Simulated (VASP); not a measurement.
# Re (Fm-3m) in VASP: further runs, part 2 of 3

VASP 6.6.1. Earlier steps stand in the parts before.

## Step 3: Single point, PBE (volume scaled by 1.01)

File INCAR:

```
SYSTEM = Re
  PREC = Accurate
  ENCUT = 520
  EDIFF = 1E-6
  ISMEAR = -1
  SIGMA = 0.03
  LREAL = .False.
  LASPH = .True.
  NELM = 80
  ALGO = Normal
  ISIF = 2
  LWAVE = .False.
  LCHARG = .True.
  GGA = PE
  LELF = .True.
  LVHAR = .True.
  NBANDS = 10
```

File KPOINTS:

```
Automatic mesh
0
Gamma
  14 14 14
  0 0 0
```

File POSCAR:

```
Re
1.0
    0.0000000000      1.9815615100      1.9815615100
    1.9815615100      0.0000000000      1.9815615100
    1.9815615100      1.9815615100      0.0000000000
Re
1
Direct
    0.0000000000      0.0000000000      0.0000000000
```

Potentials or basis: VASP PAW PBE potentials, release 64 (Re).

On the command line:

```sh
> cat potpaw_PBE.64/Re/POTCAR > POTCAR
> mpirun -np 1 vasp_std > vasp.out
```

OUTCAR:

```text
SYSTEM = Re
   PREC = Accurate
   ENCUT = 520
   EDIFF = 1E-6
   ISMEAR = -1
   LREAL = .False.
   LASPH = .True.
   NELM = 80
   ISIF = 2
   GGA = PE

 ion  position               nearest neighbor table
   1  0.000  0.000  0.000-

  LATTYP: Found a face centered cubic cell.
 ALAT       =     3.9631230200

  Lattice vectors:

 A1 = (   0.0000000000,   1.9815615100,   1.9815615100)
 A2 = (   1.9815615100,   0.0000000000,   1.9815615100)
 A3 = (   1.9815615100,   1.9815615100,   0.0000000000)

Analysis of symmetry for initial positions (statically):
=====================================================================
 Subroutine PRICEL returns:
 Original cell was already a primitive cell.

 Routine SETGRP: Setting up the symmetry group for a
 face centered cubic supercell.

 Subroutine GETGRP returns: Found 48 space group operations
 (whereof 48 operations were pure point group operations)
 out of a pool of 48 trial point group operations.

The static configuration has the point symmetry O_h .

Analysis of symmetry for dynamics (positions and initial velocities):
=====================================================================
 Subroutine PRICEL returns:
 Original cell was already a primitive cell.

 Routine SETGRP: Setting up the symmetry group for a
 face centered cubic supercell.

 Subroutine GETGRP returns: Found 48 space group operations
 (whereof 48 operations were pure point group operations)
 out of a pool of 48 trial point group operations.

The dynamic configuration has the point symmetry O_h .

 Subroutine INISYM returns: Found 48 space group operations
 (whereof 48 operations are pure point group operations),
 and found     1 'primitive' translations

----------------------------------------------------------------------------------------

                                     Primitive cell

  volume of cell :      15.5615

  direct lattice vectors                    reciprocal lattice vectors
[... 105 lines left out ...]
     AMIX_MAG =   1.60;   BMIX_MAG =  1.00
  volume/ion in A,a.u.               =      15.56       105.01
  Fermi-wavevector in a.u.,A,eV,Ry     =   1.254363  2.370403 21.407773  1.573427
  Thomas-Fermi vector in A             =   2.388172
   LORBIT       =      0    0 simple, 1 ext, 2 COOP (PROOUT), +10 PAW based schemes
   GGA     = PE    functional components
   LHFCALC =     F    Hartree Fock is set to
   AEXX    =    0.0000 exact exchange contribution
   IVDW    =     0    specifies the selected vdW correction
   LEPSILON=     F    determine dielectric tensor
   LRPA    =     F    only Hartree local field effects (RPA)
 non-spin polarized calculation
  energy-cutoff  :      520.00
  volume of cell :       15.56
 maximum number of plane-waves:       444
 NGX is ok and might be reduce to    24
   NGX = 11   NGY = 11   NGZ = 11

 number of electron       7.0000000 magnetization

 Free energy of the ion-electron system (eV)
  ---------------------------------------------------
  ext. energy  EPLUGINS =         0.00000000
  ---------------------------------------------------
  free energy    TOTEN  =       -12.33352849 eV

  energy without entropy =      -12.32920004  energy(sigma->0) =      -12.33136427

 E-fermi :   7.4459     XC(G=0): -13.4230

 val. band max:        7.4276513225   @ k =  -0.4286   0.4286   0.0714
 cond. band min:       7.4894008705   @ k =  -0.1429   0.1429   0.0000
 fundamental gap:      0.0617495480
 Fermi energy:         7.4459273034

 k-point     1 :       0.0000    0.0000    0.0000
  band No.  band energies     occupation
      1      -2.2689      2.00000
      2       5.7009      2.00000
      3       5.7009      2.00000
      4       5.7009      2.00000
      5       8.6279      0.00000
      6       8.6279      0.00000
      7      21.3260      0.00000
      8      26.6669      0.00000
      9      26.6669      0.00000
     10      26.6669      0.00000
[... 287 lines left out ...]
 k-point    24 :       0.2857    0.1429    0.0000
  band No.  band energies     occupation
      1       0.4541      2.00000
      2       4.1332      2.00000
      3       5.9729      2.00000
      4       6.8518      2.00000
      5       8.2147      0.00000
      6       9.6544      0.00000
      7      22.4779      0.00000
      8      25.4845      0.00000
      9      27.5515      0.00000
     10      28.2085      0.00000

 [... further k-points ...]
[... 5 lines left out ...]
  --------------------------------------------------------------------------------------
  -------------------------------------------------------------------------------------
  Total       -1.2621012     -1.2621012     -1.2621012      0.0000000      0.0000000     -0.0000000
  in kB     -129.9427571   -129.9427571   -129.9427571      0.0000000      0.0000000     -0.0000000
  external PRESSURE =    -129.9427571 kB  Pullay stress =       0.0000000 kB

 VOLUME and BASIS-vectors are now :
 -----------------------------------------------------------------------------
  energy-cutoff  :      520.00
  volume of cell :       15.56
      direct lattice vectors                 reciprocal lattice vectors
     0.000000000  1.981561510  1.981561510    -0.252326258  0.252326258  0.252326258
     1.981561510  0.000000000  1.981561510     0.252326258 -0.252326258  0.252326258
     1.981561510  1.981561510  0.000000000     0.252326258  0.252326258 -0.252326258

 POSITION                                       TOTAL-FORCE (eV/Angst)
 -----------------------------------------------------------------------------------
      0.00000      0.00000      0.00000         0.000000      0.000000      0.000000
 -----------------------------------------------------------------------------------
    total drift:                               -0.000000      0.000000      0.000000

  FREE ENERGIE OF THE ION-ELECTRON SYSTEM (eV)
  ---------------------------------------------------
  free  energy   TOTEN  =       -12.3335284927 eV

  energy  without entropy=      -12.3292000405  energy(sigma->0) =      -12.33136427
```

OSZICAR:

```text
N       E                     dE             d eps       ncg     rms          rms(c)
DAV:   1     0.539962196271E+01    0.53996E+01   -0.34555E+03  3296   0.764E+02
DAV:   2    -0.126865731226E+02   -0.18086E+02   -0.16474E+02  3224   0.162E+02
DAV:   3    -0.130803994362E+02   -0.39383E+00   -0.38746E+00  3426   0.364E+01
DAV:   4    -0.130819986337E+02   -0.15992E-02   -0.15987E-02  3396   0.115E+00
DAV:   5    -0.130819998355E+02   -0.12019E-05   -0.12029E-05  2952   0.227E-02    0.271E+01
DAV:   6    -0.125202133106E+02    0.56179E+00   -0.50813E-01  3282   0.191E+01    0.102E+01
DAV:   7    -0.123399221506E+02    0.18029E+00   -0.35127E-01  3302   0.151E+01    0.972E-01
DAV:   8    -0.123339561024E+02    0.59660E-02   -0.33944E-03  3136   0.535E-01    0.202E-01
DAV:   9    -0.123335180301E+02    0.43807E-03   -0.42377E-04  3218   0.228E-01    0.186E-02
DAV:  10    -0.123335278161E+02   -0.97859E-05   -0.12639E-05  2890   0.235E-02    0.331E-03
DAV:  11    -0.123335284927E+02   -0.67669E-06   -0.34618E-07  1616   0.140E-02
   1 F= -.12333528E+02 E0= -.12331364E+02  d E =-.432845E-02
```

It took 30 s on 1 thread of AMD EPYC 7R13, shared host; peak memory 0.12 GiB.

Results:

```
Free energy : -12.3335 eV
Pressure    : -13.0 GPa
```

Caveat: spin-orbit coupling is left out, which moves the levels of the heavy elements.

## Step 4: Single point, PBE (volume scaled by 0.99)

File INCAR:

```
SYSTEM = Re
PREC = Accurate
ENCUT = 520
EDIFF = 1E-7
ISMEAR = -1
SIGMA = 0.03
LREAL = .FALSE.
LASPH = .TRUE.
NELM = 80
ALGO = Normal
ISIF = 2
LWAVE = .FALSE.
LCHARG = .TRUE.
GGA = PE
LELF = .TRUE.
LVHAR = .TRUE.
NBANDS = 10
```

File KPOINTS:

```
Automatic mesh
0
G
  14 14 14
  0 0 0
```

File POSCAR:

```
Re
1.0
    0.0000000000      1.9683945995      1.9683945995
    1.9683945995      0.0000000000      1.9683945995
    1.9683945995      1.9683945995      0.0000000000
Re
1
Direct
    0.0000000000      0.0000000000      0.0000000000
```

On the command line:

```sh
> cat potpaw_PBE.64/Re/POTCAR > POTCAR
> mpirun -np 1 vasp_std > vasp.out
```

Wall time 39 s (1 thread of AMD EPYC 7R13, shared host); peak memory 0.12 GiB.

It converged, with:

```
Free energy : -12.3522 eV
Pressure    : -6.5 GPa
```

Levels at points of the mesh, in eV from the Fermi level:
| k point | band 2 | band 3 | band 4 | band 5 | band 6 | band 7 |
| --- | --- | --- | --- | --- | --- | --- |
| (0.00, 0.00, 0.00) | -1.80 | -1.80 | -1.80 | 1.22 | 1.22 | 13.90 |
| (0.50, 0.00, 0.00) | -1.99 | -1.99 | 0.18 | 3.63 | 3.63 | 9.48 |
| (0.50, 0.50, 0.00) | -5.65 | 2.67 | 3.59 | 4.34 | 4.34 | 12.01 |

Caveat: spin-orbit coupling is left out, which moves the levels of the heavy elements.

(Continued in part 3 of 3.)
